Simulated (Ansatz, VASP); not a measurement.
Two plane-wave programs on TiMoSe4

```
Ti Mo Se
1.0
     3.40937    0.00000    0.00000
    -1.70468    2.95260    0.00000
     0.00000    0.00000   14.35166
Ti Mo Se
1 1 4
Direct
  0.00000 0.00000 0.50000
  0.66667 0.33333 0.00000
  0.66667 0.33333 0.61359
  0.00000 0.00000 0.88581
  0.00000 0.00000 0.11419
  0.66667 0.33333 0.38641
```

Change from the starting cell: species swapped into the NbWSe4 type (P-6m2, No. 187).

Alike in both runs: task relaxation of cell and atoms; functional PBE; k mesh 12 × 12 × 2; occupations gaussian, width 0.1 eV; no spin polarisation.

|  | VASP | Ansatz |
| --- | --- | --- |
| version | VASP 6.6.1 | Ansatz 0.2.0 |
| potentials or method | VASP PAW PBE potentials, release 64 (Ti_sv, Mo_sv, Se), cutoff 600 eV | scalar-relativistic, plane waves, PAW |
| valence electrons in the cell | 50 | 90 |

```tsv
	VASP	Ansatz	Ansatz less VASP
gap on the k mesh at the Fermi level, each at its own relaxed structure (eV)	none	none	-
relaxed volume (Å³/atom)	24.06	23.96	-0.102
relaxed length of the cell vector where the two differ most in proportion (Å)	14.394	14.340	-0.0536
```

A gap of «none» marks a metal or a gap that the smearing closes. VASP's potentials hold 50 valence electrons a cell and Ansatz's 90, so a difference there can come from the potentials and not from the codes.
